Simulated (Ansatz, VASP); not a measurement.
This is a calculation of HgTe for Ansatz 0.2.0.

Contents of input.yaml:

```yaml
crystal:
  lattice:
    - [0.0, 3.18, 3.18]
    - [3.18, 0.0, 3.18]
    - [3.18, 3.18, 0.0]
  atoms:
    - { symbol: Hg, position: [0.0, 0.0, 0.0] }
    - { symbol: Te, position: [0.5, 0.5, 0.5] }
hamiltonian:
  xc: rpbe
  pseudopotentials: { kind: paw }
  dispersion: d3bj
kpoints:
  mp_grid: { grid: [7, 7, 7] }
scf:
  occupations: { method: fermi_dirac, width: 0.05 }
output:
  forces: true
  stress: true
  eigenvalues: true
relax:
  f_tol: 0.01
  max_steps: 40
  cell: { stress_tol: 0.05 }
```

Potentials or basis: Ansatz PAW.

Command:

```bash
$ ansatz run input.yaml --threads 2 --pin off --max-ram 5632MiB --backend cpu --events-out ev --progress --plain --runs-dir out
```

Problem. Translate it to VASP 6.6.1. Potentials there: VASP PAW PBE potentials, release 64 (Hg, Te).

Solution. As run (the cutoff follows the program's own potentials):

INCAR

```
SYSTEM = HgTe
PREC = Accurate ; ENCUT = 600
EDIFF = 1E-6 ; ISMEAR = -1
SIGMA = 0.05 ; LREAL = .FALSE.
LASPH = .TRUE. ; NELM = 100
ALGO = Normal ; ISIF = 3
LWAVE = .FALSE. ; LCHARG = .FALSE.
GGA = RP ; IVDW = 12
IBRION = 2 ; NSW = 60
EDIFFG = -0.01
```

KPOINTS

```
Automatic mesh
0
G
  7 7 7
  0 0 0
```

The input POSCAR:

```
HgTe
1.0
    0.0000000000      3.1800000000      3.1800000000
    3.1800000000      0.0000000000      3.1800000000
    3.1800000000      3.1800000000      0.0000000000
Hg Te
1 1
Direct
    0.0000000000      0.0000000000      0.0000000000
    0.5000000000      0.5000000000      0.5000000000
```

Potentials or basis: VASP PAW PBE potentials, release 64 (Hg, Te).

Run with:

```sh
$ cat potpaw_PBE.64/Hg/POTCAR potpaw_PBE.64/Te/POTCAR > POTCAR
$ mpirun -np 1 vasp_std > vasp.out
```

Both were run:

|  | VASP | Ansatz | Ansatz less VASP |
| --- | --- | --- | --- |
| gap on the k mesh at the Fermi level, each at its own relaxed structure (eV) | none | none | - |
| relaxed volume (Å³/atom) | 22.70 | 22.61 | -0.086 |
| relaxed cell length with the largest relative difference (Å) | 4.004 | 3.999 | -0.0051 |

VASP's potentials were made for PBE, not for RPBE. A gap of «none» marks a metal or a gap that the smearing closes. VASP's potentials hold 18 valence electrons a cell and Ansatz's 36, so a difference there can come from the potentials and not from the codes.

Neither program's run includes spin-orbit coupling. Noted on VASP's run: the volume moved by over 15 % at a fixed basis, so the end points are rough. Noted on Ansatz's run: the volume moved by over 15 % at a fixed basis, so the end points are rough; the plane-wave basis is chosen anew once the cell has moved, so the energies of steps on either side of that aren't comparable.
